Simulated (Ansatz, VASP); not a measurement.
HgTe: VASP beside Ansatz

```
CELL_PARAMETERS angstrom
0.00000 3.04345 3.04345
3.04345 0.00000 3.04345
3.04345 3.04345 0.00000
ATOMIC_POSITIONS crystal
Hg 0.00000 0.00000 0.00000
Te 0.50000 0.50000 0.50000
```

Alike in both runs: task single point; functional PBE; k mesh 6 × 6 × 6; occupations fermi-dirac, width 0.02 eV; no spin polarisation.

```csv
,VASP,Ansatz
version,VASP 6.6.1,Ansatz 0.2.0
potentials or method,"VASP PAW PBE potentials, release 64 (Hg, Te)","plane waves, PAW"
plane-wave cutoff (eV),520,420
valence electrons in the cell,18,36
```

Ansatz gave:

| Quantity | Value |
| --- | --- |
| pressure (GPa) | 1.2 |

Task: What did VASP give for the same quantities?

Result: Pressure (GPa): 1.3.

The functional is the same, so the differences come from potentials, cutoffs and numerics. VASP's potentials hold 18 valence electrons a cell and Ansatz's 36, so a difference there can come from the potentials and not from the codes.

Spin-orbit coupling is off throughout.
